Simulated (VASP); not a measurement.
# Zr (I4/mmm) in VASP: notebook

Zr is run at these levels: PBEsol; tasks: single point.

Program: VASP 6.6.1. These are calculated values, not measurements. Logs are shortened: lines on timing, memory, paths and dates and some standing lists are left out, and cuts for length are marked.

## 1. The cell of the first run

The structure is tetragonal, space group I4/mmm (No. 139). Conventional cell: a = 3.584 Å, b = 3.584 Å, c = 3.620 Å, α = 90.00°, β = 90.00°, γ = 90.00°. Within 4.1 Å of Zr (site symmetry 4/mmm) lie 14 Zr at 3.11 to 3.62 Å.

This isn't the form of Zr at room conditions, which is hcp.

## 2. Single point, PBEsol (equal xx and yy strain of -1 %)

INCAR

```
SYSTEM = Zr
PREC = Accurate ; ENCUT = 520
EDIFF = 1E-7 ; ISMEAR = -1
SIGMA = 0.08 ; LREAL = .False.
LASPH = .True. ; NELM = 60
ALGO = Normal ; ISIF = 2
LWAVE = .False. ; LCHARG = .False.
GGA = PS ; NBANDS = 12
```

KPOINTS

```
Automatic mesh
0
Gamma
  14 14 14
  0 0 0
```

POSCAR

```
Zr
1.0
   -1.7919000000      1.7919000000      1.8100000000
    1.7919000000     -1.7919000000      1.8100000000
    1.7919000000      1.7919000000     -1.8100000000
Zr
1
Direct
    0.0000000000      0.0000000000      0.0000000000
```

Potentials or basis: VASP PAW PBE potentials, release 64 (Zr_sv).

Run with:

```bash
cat potpaw_PBE.64/Zr_sv/POTCAR > POTCAR
mpirun -np 1 vasp_std > vasp.out
```

OUTCAR:

```text
SYSTEM = Zr
   PREC = Accurate
   ENCUT = 520
   EDIFF = 1E-7
   ISMEAR = -1
   LREAL = .False.
   LASPH = .True.
   NELM = 60
   ISIF = 2
   GGA = PS

 ion  position               nearest neighbor table
   1  0.000  0.000  0.000-

  LATTYP: Found a body centered tetragonal cell.
 ALAT       =     3.5838000000
 C/A-ratio  =     1.0101010101

  Lattice vectors:

 A1 = (  -1.7919000000,   1.7919000000,   1.8100000000)
 A2 = (   1.7919000000,  -1.7919000000,   1.8100000000)
 A3 = (   1.7919000000,   1.7919000000,  -1.8100000000)

Analysis of symmetry for initial positions (statically):
=====================================================================
 Subroutine PRICEL returns:
 Original cell was already a primitive cell.

 Routine SETGRP: Setting up the symmetry group for a
 body centered tetragonal supercell.

 Subroutine GETGRP returns: Found 16 space group operations
 (whereof 16 operations were pure point group operations)
 out of a pool of 16 trial point group operations.

The static configuration has the point symmetry D_4h.

Analysis of symmetry for dynamics (positions and initial velocities):
=====================================================================
 Subroutine PRICEL returns:
 Original cell was already a primitive cell.

 Routine SETGRP: Setting up the symmetry group for a
 body centered tetragonal supercell.

 Subroutine GETGRP returns: Found 16 space group operations
 (whereof 16 operations were pure point group operations)
 out of a pool of 16 trial point group operations.

The dynamic configuration has the point symmetry D_4h.

 Subroutine INISYM returns: Found 16 space group operations
 (whereof 16 operations are pure point group operations),
 and found     1 'primitive' translations

----------------------------------------------------------------------------------------

                                     Primitive cell

  volume of cell :      23.2470

  direct lattice vectors                    reciprocal lattice vectors
    -1.791900000  1.791900000  1.810000000     0.000000000  0.279033428  0.276243094
     1.791900000 -1.791900000  1.810000000     0.279033428  0.000000000  0.276243094
     1.791900000  1.791900000 -1.810000000     0.279033428  0.279033428  0.000000000

  length of vectors
     3.114146949  3.114146949  3.114146949     0.392644752  0.392644752  0.394612859

  position of ions in fractional coordinates (direct lattice)
[... 83 lines left out ...]
   ISIF   =      2    stress and relaxation
   ISYM   =      2    0-nonsym 1-usesym 2-fastsym
   POTIM  = 0.5000    time-step for ionic-motion
   TEBEG  =    0.0;   TEEND  =   0.0 temperature during run
   PSTRESS=    0.0 pullay stress
   NELECT =      12.0000    total number of electrons
   NUPDOWN=      -1.0000    fix difference up-down
   EMIN   =  10.00;   EMAX   =-10.00  energy-range for DOS
   EFERMI =   0.00;   METHOD = LEGACY
   ISMEAR =    -1;   SIGMA  =   0.08  broadening in eV -4-tet -1-fermi 0-gaus
   EFERMI_NEDOS =   21; number of points for ismear=-14 and -15
   IALGO  =     38    algorithm
   IMIX   =      4    mixing-type and parameters
     AMIX     =   0.40;   BMIX     =  1.00
     AMIX_MAG =   1.60;   BMIX_MAG =  1.00
  volume/ion in A,a.u.               =      23.25       156.88
  Fermi-wavevector in a.u.,A,eV,Ry     =   1.313247  2.481678 23.464862  1.724619
  Thomas-Fermi vector in A             =   2.443583
   LORBIT       =      0    0 simple, 1 ext, 2 COOP (PROOUT), +10 PAW based schemes
   GGA     = PS    functional components
   LHFCALC =     F    Hartree Fock is set to
   AEXX    =    0.0000 exact exchange contribution
   IVDW    =     0    specifies the selected vdW correction
   LEPSILON=     F    determine dielectric tensor
   LRPA    =     F    only Hartree local field effects (RPA)
 non-spin polarized calculation
  energy-cutoff  :      520.00
  volume of cell :       23.25
 maximum number of plane-waves:       646
   NGX = 11   NGY = 11   NGZ = 11

 number of electron      12.0000000 magnetization

 Free energy of the ion-electron system (eV)
  ---------------------------------------------------
  ext. energy  EPLUGINS =         0.00000000
  ---------------------------------------------------
  free energy    TOTEN  =        -9.01066789 eV

  energy without entropy =       -8.97118598  energy(sigma->0) =       -8.99092694

 E-fermi :   8.5957     XC(G=0): -11.2041

 val. band max:        8.5923409480   @ k =   0.4286   0.2857  -0.0000
 cond. band min:       8.6002501122   @ k =   0.2143   0.2143  -0.0000
 fundamental gap:      0.0079091642
 Fermi energy:         8.5956606089

 k-point     1 :       0.0000    0.0000    0.0000
  band No.  band energies     occupation
      1     -39.7916      2.00000
      2     -17.3227      2.00000
      3     -17.3220      2.00000
      4     -17.3220      2.00000
      5       3.2104      2.00000
      6       9.6820      0.00000
      7       9.6820      0.00000
      8       9.7795      0.00000
      9      12.1373      0.00000
     10      12.2693      0.00000
     11      20.8945      0.00000
     12      21.0451      0.00000
[... 331 lines left out ...]
 k-point    24 :       0.2857    0.1429   -0.0000
  band No.  band energies     occupation
      1     -39.6579      2.00000
      2     -18.1106      2.00000
      3     -17.6189      2.00000
      4     -17.3850      2.00000
      5       6.1792      2.00000
      6       8.1894      1.98761
      7       8.7555      0.23875
      8      11.7840      0.00000
      9      12.7754      0.00000
     10      14.0960      0.00000
     11      19.6435      0.00000
     12      20.8638      0.00000

 [... further k-points ...]

------------------------ aborting loop because EDIFF is reached ----------------------------------------

  FORCE on cell =-STRESS in cart. coord.  units (eV):
  Direction    XX          YY          ZZ          XY          YZ          ZX
  --------------------------------------------------------------------------------------
  -------------------------------------------------------------------------------------
  Total       -0.7538037     -0.7538037     -0.7382556      0.0000000     -0.0000000      0.0000000
  in kB      -51.9520580    -51.9520580    -50.8804841      0.0000000     -0.0000000      0.0000000
  external PRESSURE =     -51.5948667 kB  Pullay stress =       0.0000000 kB

 VOLUME and BASIS-vectors are now :
 -----------------------------------------------------------------------------
  energy-cutoff  :      520.00
  volume of cell :       23.25
      direct lattice vectors                 reciprocal lattice vectors
    -1.791900000  1.791900000  1.810000000     0.000000000  0.279033428  0.276243094
     1.791900000 -1.791900000  1.810000000     0.279033428  0.000000000  0.276243094
     1.791900000  1.791900000 -1.810000000     0.279033428  0.279033428  0.000000000

 POSITION                                       TOTAL-FORCE (eV/Angst)
 -----------------------------------------------------------------------------------
      0.00000      0.00000      0.00000         0.000000     -0.000000      0.000000
 -----------------------------------------------------------------------------------
    total drift:                                0.000000      0.000000     -0.000000

  FREE ENERGIE OF THE ION-ELECTRON SYSTEM (eV)
  ---------------------------------------------------
  free  energy   TOTEN  =        -9.0106678945 eV

  energy  without entropy=       -8.9711859837  energy(sigma->0) =       -8.99092694
```

stdout:

```text
POSCAR found type information on POSCAR Zr
 POSCAR found :  1 types and       1 ions
 scaLAPACK will be used
 -----------------------------------------------------------------------------
|                                                                             |
|                                                                             |
|     You enforced a specific xc type in the INCAR file but a different       |
|     I HOPE YOU KNOW WHAT YOU ARE DOING!                                     |
|                                                                             |
 -----------------------------------------------------------------------------

 LDA part: xc-table for (Slater+PW92), standard interpolation
 POSCAR, INCAR and KPOINTS ok, starting setup
 FFT: planning ... GRIDC
 FFT: planning ... GRID_SOFT
 FFT: planning ... GRID
 WAVECAR not read
 entering main loop
```

Wall time 32 s (1 thread of Intel Xeon Platinum 8488C (Sapphire Rapids), shared host); peak memory 0.19 GiB.

Results:

```
Free energy            : -9.0107 eV
Pressure               : -5.2 GPa
Band gap on the k mesh : zero (bands 6 and 7 overlap by 1.70 eV)
```

Caveat: the cell differs from its parent crystal (equal xx and yy strain of -1 %); the cell stands under tension; the PAW data sets were made with another functional, which shifts forces and pressure a little.

## 3. Single point, PBEsol (equal xx and yy strain of +2 %)

INCAR

```
ALGO = Normal
EDIFF = 1E-7
ENCUT = 520
GGA = PS
ISIF = 2
ISMEAR = -1
LASPH = T
LCHARG = T
LELF = T
LREAL = F
LVHAR = T
LWAVE = F
NBANDS = 12
NELM = 60
PREC = Accurate
SIGMA = 0.08
```

KPOINTS

```
k-points
0
Gamma
  14 14 14
```

POSCAR

```
Zr
1.0
   -1.8462000000      1.8462000000      1.8100000000
    1.8462000000     -1.8462000000      1.8100000000
    1.8462000000      1.8462000000     -1.8100000000
Zr
1
Direct
    0.0000000000      0.0000000000      0.0000000000
```

Potentials or basis: VASP PAW PBE potentials, release 64 (Zr_sv).

Run with:

```bash
cat potpaw_PBE.64/Zr_sv/POTCAR > POTCAR
mpirun -np 1 vasp_std > vasp.out
```

It took 30 s on 1 thread of Intel Xeon Platinum 8488C (Sapphire Rapids), shared host; peak memory 0.19 GiB.

Results (log left out):

* Free energy: -8.9464 eV
* Pressure: -9.2 GPa
* Band gap on the k mesh: zero (bands 6 and 7 overlap by 1.64 eV)

Stress tensor (GPa, compression positive):
```
-9.13  0.00  0.00
 0.00 -9.13  0.00
 0.00  0.00 -9.42
```

Levels at points of the mesh, in eV from the Fermi level:
```
           k point  band 4  band 5  band 6  band 7  band 8  band 9
(0.00, 0.00, 0.00)  -26.13   -5.28    0.96    1.14    1.14    3.29
(0.50, 0.00, 0.00)  -26.14   -2.63   -0.64    1.42    3.42    4.06
(0.50, 0.50, 0.00)  -26.13   -2.63   -0.45    1.31    3.21    3.93
(0.50, 0.50, 0.50)  -26.67   -2.32   -2.28    5.27    5.27    5.32
```

Caveat: the cell differs from its parent crystal (equal xx and yy strain of +2 %); the cell stands under tension; the PAW data sets were made with another functional, which shifts forces and pressure a little.

## 4. Single point, PBEsol (equal xx and yy strain of -2 %)

INCAR

```
PREC = Accurate
ENCUT = 520
EDIFF = 1E-6
ISMEAR = -1
SIGMA = 0.08
LREAL = F
LASPH = T
NELM = 100
ALGO = Normal
ISIF = 2
LWAVE = F
LCHARG = F
GGA = PS
NBANDS = 12
```

KPOINTS

```
Automatic mesh
0
Gamma
  14 14 14
```

POSCAR

```
Zr
1.0
   -1.7738000000      1.7738000000      1.8100000000
    1.7738000000     -1.7738000000      1.8100000000
    1.7738000000      1.7738000000     -1.8100000000
Zr
1
Direct
    0.0000000000      0.0000000000      0.0000000000
```

Run with:

```bash
cat potpaw_PBE.64/Zr_sv/POTCAR > POTCAR
mpirun -np 1 vasp_std > vasp.out
```

Run time: 58 s. Hardware: 1 thread of Intel Xeon 8259CL, shared host; peak memory 0.18 GiB.

Results (log left out):

| Quantity | Value |
| --- | --- |
| Free energy | -9.0234 eV |
| Pressure | -3.6 GPa |
| Band gap on the k mesh | zero (bands 6 and 7 overlap by 1.67 eV) |

Stress tensor (GPa, compression positive):
```
-3.64  0.00  0.00
 0.00 -3.64  0.00
 0.00  0.00 -3.44
```

Levels at points of the mesh, in eV from the Fermi level:
```
           k point  band 2  band 3  band 4  band 5  band 6  band 7  band 8  band 9  band 10  band 11
(0.00, 0.00, 0.00)  -25.85  -25.85  -25.85   -5.42    1.07    1.07    1.26    3.54     3.81    12.27
(0.50, 0.00, 0.00)  -26.89  -26.17  -25.85   -2.85   -0.64    1.65    3.56    4.35     6.49    10.12
(0.50, 0.50, 0.00)  -26.89  -26.19  -25.87   -2.85   -0.85    1.78    3.85    4.45     6.53    10.05
(0.50, 0.50, 0.50)  -26.59  -26.55  -26.55   -2.65   -2.60    5.76    5.83    5.83     7.26     7.69
```

Caveat: the cell differs from its parent crystal (equal xx and yy strain of -2 %); the cell stands under tension; the PAW data sets were made with another functional, which shifts forces and pressure a little.

## 5. Single point, PBEsol (equal xx and yy strain of +1 %)

INCAR

```
SYSTEM = Zr
ALGO = Normal
EDIFF = 1E-7
ENCUT = 520
GGA = PS
ISIF = 2
ISMEAR = -1
LASPH = .True.
LCHARG = .False.
LREAL = .False.
LWAVE = .False.
NBANDS = 12
NELM = 80
PREC = Accurate
SIGMA = 0.08
```

KPOINTS

```
k-points
0
Gamma
  14 14 14
  0 0 0
```

POSCAR

```
Zr
1.0
   -1.8281000000      1.8281000000      1.8100000000
    1.8281000000     -1.8281000000      1.8100000000
    1.8281000000      1.8281000000     -1.8100000000
Zr
1
Direct
    0.0000000000      0.0000000000      0.0000000000
```

Potentials or basis: VASP PAW PBE potentials, release 64 (Zr_sv).

Run with:

```bash
cat potpaw_PBE.64/Zr_sv/POTCAR > POTCAR
mpirun -np 1 vasp_std > vasp.out
```

OUTCAR:

```text
SYSTEM = Zr
   EDIFF = 1E-7
   ENCUT = 520
   GGA = PS
   ISIF = 2
   ISMEAR = -1
   LASPH = .True.
   LREAL = .False.
   NELM = 80
   PREC = Accurate

 ion  position               nearest neighbor table
   1  0.000  0.000  0.000-

  LATTYP: Found a body centered tetragonal cell.
 ALAT       =     3.6562000000
 C/A-ratio  =     0.9900990099

  Lattice vectors:

 A1 = (  -1.8281000000,   1.8281000000,   1.8100000000)
 A2 = (   1.8281000000,  -1.8281000000,   1.8100000000)
[... 539 lines left out ...]

 [... further k-points ...]

------------------------ aborting loop because EDIFF is reached ----------------------------------------

  FORCE on cell =-STRESS in cart. coord.  units (eV):
  Direction    XX          YY          ZZ          XY          YZ          ZX
  --------------------------------------------------------------------------------------
  -------------------------------------------------------------------------------------
  Total       -1.2001719     -1.2001719     -1.2171887      0.0000000     -0.0000000      0.0000000
  in kB      -79.4722636    -79.4722636    -80.5990676      0.0000000     -0.0000000      0.0000000
  external PRESSURE =     -79.8478649 kB  Pullay stress =       0.0000000 kB

 VOLUME and BASIS-vectors are now :
 -----------------------------------------------------------------------------
  energy-cutoff  :      520.00
  volume of cell :       24.20
      direct lattice vectors                 reciprocal lattice vectors
    -1.828100000  1.828100000  1.810000000     0.000000000  0.273508014  0.276243094
     1.828100000 -1.828100000  1.810000000     0.273508014  0.000000000  0.276243094
     1.828100000  1.828100000 -1.810000000     0.273508014  0.273508014  0.000000000

 POSITION                                       TOTAL-FORCE (eV/Angst)
 -----------------------------------------------------------------------------------
      0.00000      0.00000      0.00000        -0.000000     -0.000000     -0.000000
 -----------------------------------------------------------------------------------
    total drift:                               -0.000000      0.000000      0.000000

  FREE ENERGIE OF THE ION-ELECTRON SYSTEM (eV)
  ---------------------------------------------------
  free  energy   TOTEN  =        -8.9718779576 eV

  energy  without entropy=       -8.9294027830  energy(sigma->0) =       -8.95064037
```

Run time: 66 s. Hardware: 1 thread of Intel Xeon 8259CL, shared host; peak memory 0.19 GiB.

Results:

```yaml
Free_energy: -8.9719 eV
Pressure: -8.0 GPa
Band_gap_on_the_k_mesh: zero (bands 6 and 7 overlap by 1.66 eV)
```

Stress tensor (GPa, compression positive):
```
-7.95  0.00  0.00
 0.00 -7.95  0.00
 0.00  0.00 -8.06
```

Levels at points of the mesh, in eV from the Fermi level:
```
           k point  band 3  band 4  band 5  band 6  band 7  band 8  band 9  band 10
(0.00, 0.00, 0.00)  -26.06  -26.06   -5.32    1.03    1.13    1.13    3.41     3.54
(0.50, 0.00, 0.00)  -26.34  -26.07   -2.68   -0.64    1.47    3.48    4.12     6.05
(0.50, 0.50, 0.00)  -26.33  -26.06   -2.68   -0.54    1.42    3.36    4.05     6.03
(0.50, 0.50, 0.50)  -26.66  -26.64   -2.39   -2.36    5.40    5.40    5.43     7.03
```

Caveat: the cell differs from its parent crystal (equal xx and yy strain of +1 %); the cell stands under tension; the PAW data sets were made with another functional, which shifts forces and pressure a little.

## 6. The runs side by side

| cell | gap on the mesh (eV) | pressure (GPa) |
| --- | --- | --- |
| a = 3.114 Å, angles 109.7, 109.7, 108.9°, 1 atom | none | -5.2 |
| a = 3.177 Å, angles 108.9, 108.9, 110.5°, 1 atom | none | -9.2 |
| a = 3.093 Å, angles 110.0, 110.0, 108.4°, 1 atom | none | -3.6 |
| a = 3.156 Å, angles 109.2, 109.2, 110.0°, 1 atom | none | -8.0 |

Alike in all rows: task single point; level PBEsol; potentials or basis VASP PAW PBE potentials, release 64 (Zr_sv); no spin polarisation; k mesh 14 × 14 × 14; cutoff (eV) 520; smearing fermi-dirac 0.08 eV.

Caveats: the cell stands under tension; the PAW data sets were made with another functional, which shifts forces and pressure a little.

Absolute energies hang on the potentials; compare differences alone.
